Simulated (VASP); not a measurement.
Crystal: GaN.

```
Ga N
1.0
     0.00000    2.25350    2.25350
     2.25350    0.00000    2.25350
     2.25350    2.25350    0.00000
Ga N
1 1
Cartesian
  0.0000 0.0000 0.0000
  3.3803 3.3803 3.3803
```

| Property | Result |
| --- | --- |
| Program | VASP 6.6.1 |
| Task | relaxation of cell and atoms |
| Functional | PBE |
| Potentials or basis | VASP PAW PBE potentials, release 64 (Ga_d, N) |
| Cutoff | 600 eV |
| k mesh | 8 × 8 × 8 |
| Occupations | fermi-dirac, width 0.1 eV |
| Spin | no spin polarisation |

At the start: pressure 4.9 GPa; volume 11.44 Å³/atom.

**Question.** How do energy, volume and symmetry change on relaxing?

**Answer.** Over 3 steps the energy falls by 4.7 meV/atom and the volume is 11.76 Å³/atom (+2.8 %); space group F-43m (No. 216, to 0.05 Å).

The path:
| step | energy change (eV) | largest force (eV/Å) | pressure (GPa) | volume (Å³) |
| --- | --- | --- | --- | --- |
| 1 | 0.0000 | 0.0000 | 4.91 | 22.89 |
| 2 | -0.0029 | 0.0000 | -3.73 | 24.07 |
| 3 | -0.0094 | 0.0000 | -0.02 | 23.52 |

Final structure:
```
CELL_PARAMETERS angstrom
0.00000 2.27407 2.27407
2.27407 0.00000 2.27407
2.27407 2.27407 0.00000
ATOMIC_POSITIONS crystal
Ga 0.00000 0.00000 0.00000
N 0.75000 0.75000 0.75000
```
